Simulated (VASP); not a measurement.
Crystal: Ti2Co.

```
Ti Co
1.0
     0.00000    3.36500    3.36500
     3.36500    0.00000    3.36500
     3.36500    3.36500    0.00000
Ti Co
4 2
Cartesian
  0.8413 0.8413 0.8413
  0.8413 2.5238 2.5238
  2.5238 2.5238 0.8413
  2.5238 0.8413 2.5238
  3.3650 3.3650 3.3650
  5.0475 5.0475 5.0475
```

Base run:

```yaml
Program: VASP 6.6.1
Functional: PBEsol
Potentials_or_basis: VASP PAW PBE potentials, release 64 (Ti_sv, Co)
Cutoff: 520 eV
k_mesh: 10 × 10 × 10
Occupations: methfessel-paxton, width 0.05 eV
Spin: collinear spin, ferromagnetic start
Starting_moments: "[0.0, 0.0, 0.0, 0.0, 0.59, 0.59] μB"
```

Its results: pressure 15.8 GPa; net moment 1.14 μB per cell; site moments Ti +0.04; Co +0.53 μB.

The run is repeated on the same cell with these changes: occupations from methfessel-paxton, width 0.05 eV to methfessel-paxton, width 0.2 eV; further incar settings from ALGO = Normal; EDIFF = 1e-07; NBANDS = 46 to ALGO = Normal; EDIFF = 1e-06; NBANDS = 46. What comes out?

Pressure 16.0 GPa; net moment 1.25 μB per cell; site moments Ti +0.04; Co +0.57 μB.

Caveats: the cell stands under pressure; the PAW data sets were made with another functional, which shifts forces and pressure a little.
